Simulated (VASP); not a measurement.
Input of a VASP 6.6.1 run:

File INCAR:

```
PREC = Accurate
ENCUT = 520
EDIFF = 1E-6
ISMEAR = 0
SIGMA = 0.1
LREAL = False
LASPH = True
NELM = 100
ALGO = Fast
ISIF = 2
LWAVE = False
LCHARG = False
GGA = PE
NBANDS = 15
```

File KPOINTS:

```
Automatic mesh
0
Gamma
  12 12 12
```

The input POSCAR:

```
Al2Pt
1.0
    0.0000000000      2.9431697008      2.9431697008
    2.9431697008      0.0000000000      2.9431697008
    2.9431697008      2.9431697008      0.0000000000
Al Pt
2 1
Direct
    0.2500000000      0.2500000000      0.2500000000
    0.7500000000      0.7500000000      0.7500000000
    0.0000000000      0.0000000000      0.0000000000
```

Potentials or basis: VASP PAW PBE potentials, release 64 (Al, Pt).

Launch:

```sh
$ cat potpaw_PBE.64/Al/POTCAR potpaw_PBE.64/Pt/POTCAR > POTCAR
$ mpirun -np 1 vasp_std > vasp.out
```

(1) What does it give for the pressure?

(2) Estimate the band gap on the k mesh.

## Answers

(1) 4.0 GPa.

(2) zero (band 8 reaches 11.88 eV, above the bottom of band 9 at 6.42 eV).

Caveat: spin-orbit coupling is left out, which moves the levels of the heavy elements.
